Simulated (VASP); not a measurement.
# CdF2 in VASP: a series of runs

The runs below take CdF2 through single point, with PBEsol, r2SCAN+rVV10.

Everything below comes from runs of VASP 6.6.1. Logs are shortened: lines on timing, memory, paths and dates and some standing lists are left out, and cuts for length are marked.

### Step 1. The cell of the first run

Symmetry: P-3m1, No. 164, trigonal system. The conventional cell has a = 3.287 Å, b = 3.287 Å, c = 9.654 Å, α = 90.00°, β = 90.00°, γ = 120.00°. Cd (site symmetry 3m) has 6 F at 2.26 Å within 3.0 Å. Within 3.0 Å of F (site symmetry 3m) lie 3 Cd at 2.26 Å and 1 F at 2.47 Å. Within 3.0 Å of F (site symmetry 3m) lie 3 Cd at 2.26 Å and 1 F at 2.47 Å.

### Step 2. Single point, PBEsol

Input file INCAR:

```
PREC = Accurate
ENCUT = 520
EDIFF = 1E-7
ISMEAR = -1
SIGMA = 0.03
LREAL = False
LASPH = True
NELM = 80
ALGO = Normal
ISIF = 2
LWAVE = False
LCHARG = False
GGA = PS
NBANDS = 35
```

Input file KPOINTS:

```
Automatic mesh
0
Gamma
  9 9 2
```

Input file POSCAR:

```
CdF2
1.0
    3.2868359248      0.0000000000      0.0000000000
   -1.6434179624      2.8464834090      0.0000000000
    0.0000000000      0.0000000000      9.6544104898
Cd F
2 4
Direct
    0.6666666667      0.3333333333      0.2502725842
    0.3333333333      0.6666666667      0.7497274158
    0.3333333333      0.6666666667      0.3781833946
    0.6666666667      0.3333333333      0.8776646636
    0.3333333333      0.6666666667      0.1223353364
    0.6666666667      0.3333333333      0.6218166054
```

Potentials or basis: VASP PAW PBE potentials, release 64 (Cd, F).

Started as:

```bash
> cat potpaw_PBE.64/Cd/POTCAR potpaw_PBE.64/F/POTCAR > POTCAR
> mpirun -np 1 vasp_std > vasp.out
```

OUTCAR:

```text
PREC = Accurate
   ENCUT = 520
   EDIFF = 1E-7
   ISMEAR = -1
   LREAL = False
   LASPH = True
   NELM = 80
   ISIF = 2
   GGA = PS

 ion  position               nearest neighbor table
   1  0.667  0.333  0.250-   3 2.26   3 2.26   3 2.26   5 2.26   5 2.26   5 2.26
   2  0.333  0.667  0.750-   6 2.26   6 2.26   6 2.26   4 2.26   4 2.26   4 2.26
   3  0.333  0.667  0.378-   1 2.26   1 2.26   1 2.26
   4  0.667  0.333  0.878-   2 2.26   2 2.26   2 2.26
   5  0.333  0.667  0.122-   1 2.26   1 2.26   1 2.26
   6  0.667  0.333  0.622-   2 2.26   2 2.26   2 2.26

  LATTYP: Found a hexagonal cell.
 ALAT       =     3.2868359248
 C/A-ratio  =     2.9372961446

  Lattice vectors:

 A1 = (   3.2868359248,   0.0000000000,   0.0000000000)
 A2 = (  -1.6434179624,   2.8464834090,   0.0000000000)
 A3 = (   0.0000000000,   0.0000000000,   9.6544104898)

Analysis of symmetry for initial positions (statically):
=====================================================================
 Subroutine PRICEL returns:
 Original cell was already a primitive cell.

 Routine SETGRP: Setting up the symmetry group for a
 hexagonal supercell.

 Subroutine GETGRP returns: Found 12 space group operations
 (whereof 12 operations were pure point group operations)
 out of a pool of 24 trial point group operations.
[... 9 lines left out ...]
 hexagonal supercell.

 Subroutine GETGRP returns: Found 12 space group operations
 (whereof 12 operations were pure point group operations)
 out of a pool of 24 trial point group operations.

The dynamic configuration has the point symmetry D_3d.

 Subroutine INISYM returns: Found 12 space group operations
 (whereof 12 operations are pure point group operations),
 and found     1 'primitive' translations

----------------------------------------------------------------------------------------

                                     Primitive cell

  volume of cell :      90.3259

  direct lattice vectors                    reciprocal lattice vectors
     3.286835925  0.000000000  0.000000000     0.304243967  0.175655336  0.000000000
    -1.643417962  2.846483409  0.000000000     0.000000000  0.351310672  0.000000000
     0.000000000  0.000000000  9.654410490     0.000000000  0.000000000  0.103579602

  length of vectors
     3.286835925  3.286835925  9.654410490     0.351310672  0.351310672  0.103579602

  position of ions in fractional coordinates (direct lattice)
     0.666666667  0.333333333  0.250272584
     0.333333333  0.666666667  0.749727416
     0.333333333  0.666666667  0.378183395
     0.666666667  0.333333333  0.877664664
     0.333333333  0.666666667  0.122335336
     0.666666667  0.333333333  0.621816605

  ion indices of the primitive-cell ions
   primitive index   ion index
                 1           1
                 2           2
                 3           3
                 4           4
                 5           5
                 6           6

----------------------------------------------------------------------------------------

 KPOINTS: Automatic mesh

Automatic generation of k-mesh.
 Grid dimensions read from file:
 generate k-points for:    9    9    2

 Generating k-lattice:

  Cartesian coordinates                     Fractional coordinates (reciprocal lattice)
     0.033804885  0.019517260  0.000000000     0.111111111 -0.000000000  0.000000000
     0.000000000  0.039034519  0.000000000     0.000000000  0.111111111  0.000000000
     0.000000000  0.000000000  0.051789801     0.000000000  0.000000000  0.500000000

  Length of vectors
     0.039034519  0.039034519  0.051789801

  Shift w.r.t. Gamma in fractional coordinates (k-lattice)
     0.000000000  0.000000000  0.000000000

 Subroutine IBZKPT returns following result:
 ===========================================

 Found     24 irreducible k-points:

 Following reciprocal coordinates:
            Coordinates               Weight
  0.000000  0.000000  0.000000      1.000000
  0.111111  0.000000  0.000000      6.000000
  0.222222  0.000000  0.000000      6.000000
  0.333333 -0.000000  0.000000      6.000000
  0.444444  0.000000  0.000000      6.000000
  0.111111  0.111111  0.000000      6.000000
[... 16 lines left out ...]
  0.333333  0.222222  0.500000     12.000000
  0.333333  0.333333  0.500000      2.000000
   k-points           NKPTS =     24   k-points in BZ     NKDIM =     24   number of bands    NBANDS=     35
   number of dos      NEDOS =    301   number of ions     NIONS =      6
   total plane-waves  NPLWV =  41472
   dimension x,y,z NGX =    24 NGY =   24 NGZ =   72
   dimension x,y,z NGXF=    48 NGYF=   48 NGZF=  144
   ions per type =               2   4
   NGX,Y,Z   is equivalent  to a cutoff of  12.14, 12.14, 12.40 a.u.
   NGXF,Y,Z  is equivalent  to a cutoff of  24.28, 24.28, 24.80 a.u.
 SYSTEM =  unknown system
   PREC   = accura    normal or accurate (medium, high low for compatibility)
   ISTART =      0    job   : 0-new  1-cont  2-samecut
   ICHARG =      2    charge: 1-file 2-atom 10-const
   ISPIN  =      1    spin polarized calculation?
   LNONCOLLINEAR =      F non collinear calculations
   LSORBIT =      F    spin-orbit coupling
   LASPH  =      T    aspherical Exc in radial PAW
   ENCUT  =  520.0 eV  38.22 Ry    6.18 a.u.   6.11  6.11 17.95*2*pi/ulx,y,z
   NELM   =     80;   NELMIN=  2; NELMDL= -5     # of ELM steps
   EDIFF  = 0.1E-06   stopping-criterion for ELM
   LREAL  =      F    real-space projection
   EDIFFG = 0.1E-05   stopping-criterion for IOM
   NSW    =      0    number of steps for IOM
   IBRION =     -1    ionic relax: 0-MD 1-quasi-New 2-CG
   NFREE  =      0    steps in history (QN), initial steepest desc. (CG)
   ISIF   =      2    stress and relaxation
   ISYM   =      2    0-nonsym 1-usesym 2-fastsym
   POTIM  = 0.5000    time-step for ionic-motion
   TEBEG  =    0.0;   TEEND  =   0.0 temperature during run
   PSTRESS=    0.0 pullay stress
   NELECT =      52.0000    total number of electrons
   NUPDOWN=      -1.0000    fix difference up-down
   EMIN   =  10.00;   EMAX   =-10.00  energy-range for DOS
   EFERMI =   0.00;   METHOD = LEGACY
   ISMEAR =    -1;   SIGMA  =   0.03  broadening in eV -4-tet -1-fermi 0-gaus
   EFERMI_NEDOS =   21; number of points for ismear=-14 and -15
   IALGO  =     38    algorithm
   IMIX   =      4    mixing-type and parameters
     AMIX     =   0.40;   BMIX     =  1.00
     AMIX_MAG =   1.60;   BMIX_MAG =  1.00
  volume/ion in A,a.u.               =      15.05       101.59
  Fermi-wavevector in a.u.,A,eV,Ry     =   1.361879  2.573578 25.234915  1.854714
  Thomas-Fermi vector in A             =   2.488417
   LORBIT       =      0    0 simple, 1 ext, 2 COOP (PROOUT), +10 PAW based schemes
   GGA     = PS    functional components
   LHFCALC =     F    Hartree Fock is set to
   AEXX    =    0.0000 exact exchange contribution
   IVDW    =     0    specifies the selected vdW correction
   LEPSILON=     F    determine dielectric tensor
   LRPA    =     F    only Hartree local field effects (RPA)
 non-spin polarized calculation
  energy-cutoff  :      520.00
  volume of cell :       90.33
 maximum number of plane-waves:      2472
   NGX = 13   NGY = 13   NGZ = 35

 number of electron      52.0000041 magnetization

 Free energy of the ion-electron system (eV)
  ---------------------------------------------------
  ext. energy  EPLUGINS =         0.00000000
  ---------------------------------------------------
  free energy    TOTEN  =       -21.53091435 eV

  energy without entropy =      -21.53091435  energy(sigma->0) =      -21.53091435

 E-fermi :  -1.7834     XC(G=0):  -9.7780

 val. band max:       -2.4862984781   @ k =   0.4444   0.0000   0.0000
 cond. band min:      -0.1378227703   @ k =   0.0000   0.0000   0.0000
 fundamental gap:      2.3484757078
 Fermi energy:        -1.7833810844

 k-point     1 :       0.0000    0.0000    0.0000
  band No.  band energies     occupation
      1     -22.9137      2.00000
      2     -22.7796      2.00000
      3     -22.3937      2.00000
      4     -22.2440      2.00000
      5      -8.2997      2.00000
      6      -8.1605      2.00000
[... 27 lines left out ...]
     34      13.9378      0.00000
     35      13.9378      0.00000

 k-point     2 :       0.1111    0.0000    0.0000
  band No.  band energies     occupation
      1     -22.8881      2.00000
      2     -22.7608      2.00000
      3     -22.3833      2.00000
      4     -22.2413      2.00000
      5      -8.2748      2.00000
      6      -8.1822      2.00000
[... 27 lines left out ...]
     34      13.5089      0.00000
     35      13.7426      0.00000

 k-point     3 :       0.2222    0.0000    0.0000
  band No.  band energies     occupation
      1     -22.8217      2.00000
      2     -22.7146      2.00000
      3     -22.3541      2.00000
      4     -22.2356      2.00000
      5      -8.3134      2.00000
      6      -8.2210      2.00000
[... 27 lines left out ...]
     34      13.1190      0.00000
     35      13.2561      0.00000

 k-point     4 :       0.3333   -0.0000    0.0000
  band No.  band energies     occupation
      1     -22.7428      2.00000
      2     -22.6651      2.00000
      3     -22.3171      2.00000
      4     -22.2324      2.00000
      5      -8.3258      2.00000
      6      -8.2337      2.00000
[... 27 lines left out ...]
     34      12.4123      0.00000
     35      12.6502      0.00000

 k-point     5 :       0.4444    0.0000    0.0000
  band No.  band energies     occupation
      1     -22.6861      2.00000
      2     -22.6377      2.00000
      3     -22.2877      2.00000
      4     -22.2350      2.00000
      5      -8.2780      2.00000
      6      -8.2341      2.00000
[... 638 lines left out ...]
 k-point    22 :       0.2222    0.2222    0.5000
  band No.  band energies     occupation
      1     -22.6791      2.00000
      2     -22.6781      2.00000
      3     -22.2634      2.00000
      4     -22.2629      2.00000
      5      -8.0686      2.00000
      6      -8.0674      2.00000
[... 27 lines left out ...]
     34      11.1588      0.00000
     35      11.9840      0.00000

 k-point    23 :       0.3333    0.2222    0.5000
  band No.  band energies     occupation
      1     -22.6456      2.00000
      2     -22.6451      2.00000
      3     -22.2547      2.00000
      4     -22.2544      2.00000
      5      -8.1716      2.00000
      6      -8.1709      2.00000
[... 27 lines left out ...]
     34      10.7369      0.00000
     35      11.3065      0.00000

 k-point    24 :       0.3333    0.3333    0.5000
  band No.  band energies     occupation
      1     -22.6342      2.00000
      2     -22.6342      2.00000
      3     -22.2514      2.00000
      4     -22.2514      2.00000
      5      -8.2508      2.00000
      6      -8.2500      2.00000
[... 27 lines left out ...]
     34      10.6438      0.00000
     35      11.2111      0.00000

------------------------ aborting loop because EDIFF is reached ----------------------------------------

  FORCE on cell =-STRESS in cart. coord.  units (eV):
  Direction    XX          YY          ZZ          XY          YZ          ZX
  --------------------------------------------------------------------------------------
  -------------------------------------------------------------------------------------
  Total        0.5693762      0.5693762      0.2946410      0.0000000      0.0000000     -0.0000000
  in kB       10.0994431     10.0994431      5.2262635      0.0000000      0.0000000     -0.0000000
  external PRESSURE =       8.4750499 kB  Pullay stress =       0.0000000 kB

 VOLUME and BASIS-vectors are now :
 -----------------------------------------------------------------------------
  energy-cutoff  :      520.00
  volume of cell :       90.33
      direct lattice vectors                 reciprocal lattice vectors
     3.286835925  0.000000000  0.000000000     0.304243967  0.175655336  0.000000000
    -1.643417962  2.846483409  0.000000000     0.000000000  0.351310672  0.000000000
     0.000000000  0.000000000  9.654410490     0.000000000  0.000000000  0.103579602

 POSITION                                       TOTAL-FORCE (eV/Angst)
 -----------------------------------------------------------------------------------
      1.64342      0.94883      2.41623         0.000000     -0.000000     -0.001144
     -0.00000      1.89766      7.23818        -0.000000      0.000000      0.001144
     -0.00000      1.89766      3.65114        -0.000000     -0.000000      0.102322
      1.64342      0.94883      8.47333         0.000000     -0.000000      0.102402
     -0.00000      1.89766      1.18108        -0.000000      0.000000     -0.102402
      1.64342      0.94883      6.00327         0.000000      0.000000     -0.102322
 -----------------------------------------------------------------------------------
    total drift:                                0.000000     -0.000000      0.000000

  FREE ENERGIE OF THE ION-ELECTRON SYSTEM (eV)
  ---------------------------------------------------
  free  energy   TOTEN  =       -21.5309143539 eV

  energy  without entropy=      -21.5309143539  energy(sigma->0) =      -21.53091435
```

Wall time 26 s (1 thread of Intel Xeon 6975P-C (Granite Rapids), shared host); peak memory 0.22 GiB.

Results:

```
Free energy            : -21.5309 eV
Pressure               : 0.8 GPa
Largest force          : 0.102 eV/Å
Band gap on the k mesh : 2.35 eV, indirect (least direct gap 2.59 eV)
```

Forces on the atoms (eV/Å):
```
Cd   0.000  0.000 -0.001
Cd   0.000  0.000  0.001
F    0.000  0.000  0.102
F    0.000  0.000  0.102
F    0.000  0.000 -0.102
F    0.000  0.000 -0.102
```

Levels at points of the mesh, in eV from the valence-band top:
```
           k point  band 23  band 24  band 25  band 26  band 27  band 28  band 29  band 30
(0.00, 0.00, 0.00)    -0.61    -0.58    -0.58    -0.24     2.35     3.37     7.49     9.32
(0.00, 0.00, 0.50)    -0.59    -0.59    -0.59    -0.59     2.86     2.87     8.28     8.28
```

Caveat: the PAW data sets were made with another functional, which shifts forces and pressure a little.

### Step 3. Single point, r2SCAN+rVV10

This run uses another cell than the first one, of 13.71 Å³/atom, 0.911 times its volume.

Input file POSCAR:

```
CdF2
1.0
    3.3188756859      0.0000000000      0.0000000000
   -1.6594378429      2.8742306560      0.0000000000
    0.0000000000      0.0000000000      8.6231018904
Cd F
2 4
Direct
    0.6666666667      0.3333333333      0.2500009503
    0.3333333333      0.6666666667      0.7499990497
    0.3333333333      0.6666666667      0.3903252954
    0.6666666667      0.3333333333      0.8903255318
    0.3333333333      0.6666666667      0.1096744682
    0.6666666667      0.3333333333      0.6096747046
```

Input file INCAR.step1:

```
PREC     = Accurate       # precision mode
ENCUT    = 520            # plane-wave cutoff, eV
ISMEAR   = -1             # smearing method
SIGMA    = 0.03           # smearing width, eV
LREAL    = F              # projectors in reciprocal space
LASPH    = T              # aspherical terms in the spheres
NELM     = 60             # most SCF steps
NBANDS   = 35             # bands
GGA      = PE             # functional
ALGO     = Normal         # electronic algorithm
EDIFF    = 1E-4           # SCF threshold, eV
LWAVE    = T              # write WAVECAR
LCHARG   = F              # write CHGCAR
```

Input file INCAR.step2:

```
PREC     = Accurate       # precision mode
ENCUT    = 520            # plane-wave cutoff, eV
EDIFF    = 1E-6           # SCF threshold, eV
ISMEAR   = -1             # smearing method
SIGMA    = 0.03           # smearing width, eV
LREAL    = F              # projectors in reciprocal space
LASPH    = T              # aspherical terms in the spheres
NELM     = 60             # most SCF steps
ALGO     = Normal         # electronic algorithm
ISIF     = 2              # what is computed and relaxed
LWAVE    = F              # write WAVECAR
LCHARG   = T              # write CHGCAR
METAGGA  = R2SCAN         # meta-GGA
LMIXTAU  = T            
LUSE_VDW = T            
IVDW_NL  = 2            
BPARAM   = 11.95        
CPARAM   = 0.0093       
LELF     = T              # ELF
LVHAR    = T            
NBANDS   = 35             # bands
ISTART   = 1
```

Input file KPOINTS:

```
Automatic mesh
0
Gamma
  12 12 4
```

Potentials or basis: VASP PAW PBE potentials, release 64 (Cd, F).

Started as:

```bash
> cat potpaw_PBE.64/Cd/POTCAR potpaw_PBE.64/F/POTCAR > POTCAR
> cp INCAR.step1 INCAR
> mpirun -np 1 vasp_std > vasp.out
> cp INCAR.step2 INCAR
> mpirun -np 1 vasp_std > vasp.out
```

Run time: 6 min. Hardware: 1 thread of Intel Xeon 6975P-C (Granite Rapids), shared host; peak memory 0.49 GiB.

Results (log left out):

| Property | Result |
| --- | --- |
| Free energy | -63.7255 eV |
| Pressure | 1.2 GPa |
| Largest force | 0.119 eV/Å |
| Band gap on the k mesh | 2.57 eV, indirect (least direct gap 2.84 eV) |

Forces in eV/Å, atoms in the order of the input:
```
Cd   0.000  0.000  0.000
Cd   0.000  0.000  0.000
F    0.000  0.000  0.119
F    0.000  0.000  0.119
F    0.000  0.000 -0.119
F    0.000  0.000 -0.119
```

Stress tensor (GPa, compression positive):
```
1.47 0.00 0.00
0.00 1.47 0.00
0.00 0.00 0.76
```

Levels at points of the mesh, in eV from the valence-band top:
```tsv
k point	band 24	band 25	band 26	band 27	band 28	band 29
(0.00, 0.00, 0.00)	-0.75	-0.75	-0.27	2.57	4.17	8.24
(0.50, 0.00, 0.00)	-0.63	-0.34	-0.01	7.81	7.81	8.21
(0.00, 0.00, 0.50)	-0.75	-0.75	-0.75	3.37	3.37	9.32
(0.50, 0.00, 0.50)	-0.52	-0.36	-0.36	7.82	7.82	8.39
```

Caveat: the PAW data sets were made with another functional, which shifts forces and pressure a little. A k mesh can miss the band edges.
